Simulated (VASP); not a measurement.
**Al9H: single point with PBE**

The system is Al9H, a slab with vacuum.

```
CELL_PARAMETERS angstrom
2.85432 0.00000 0.00000
-1.42716 9.70333 0.00000
0.00000 0.00000 21.79027
ATOMIC_POSITIONS crystal
Al 0.53245 0.06490 0.18357
Al 0.67097 0.34194 0.22928
Al 0.29867 0.59735 0.23842
Al 0.92638 0.85275 0.24756
Al 0.06397 0.12774 0.29371
Al 0.19959 0.40427 0.34526
Al 0.82885 0.65971 0.35245
Al 0.45264 0.91113 0.36076
Al 0.59252 0.18146 0.40340
H 0.96752 0.55646 0.52135
```

```yaml
Program: VASP 6.6.1
Task: single point
Functional: PBE
Potentials_or_basis: VASP PAW PBE potentials, release 64 (Al, H)
Cutoff: 520 eV
k_mesh: 9 × 3 × 1
Occupations: gaussian, width 0.1 eV
Spin: no spin polarisation
Dipole_correction: yes
Further_INCAR_settings: ALGO = Normal; EDIFF = 1e-06; NBANDS = 25
```

| Item | Value |
| --- | --- |
| Largest force | 0.273 eV/Å |
| Band gap on the k mesh | zero (bands 14 and 15 overlap by 1.18 eV) |

Forces on the atoms (eV/Å):
```
Al   0.008  0.174  0.079
Al   0.003  0.085 -0.015
Al  -0.007 -0.005 -0.025
Al  -0.002 -0.192 -0.195
Al  -0.004  0.022 -0.034
Al   0.009  0.110  0.087
Al   0.010 -0.139  0.174
Al   0.001 -0.043  0.101
Al  -0.011  0.001  0.019
H   -0.008 -0.014 -0.191
```

Levels at points of the mesh, in eV from the Fermi level:
| k point | band 11 | band 12 | band 13 | band 14 | band 15 | band 16 | band 17 | band 18 |
| --- | --- | --- | --- | --- | --- | --- | --- | --- |
| (0.00, 0.00, 0.00) | -1.91 | -1.60 | -1.42 | -1.05 | -0.93 | 1.04 | 1.96 | 2.28 |

Run time: 5.6 min on 1 thread of AMD EPYC 7R13 Processor (Zen 3) (shared host), peak memory 0.7 GiB.
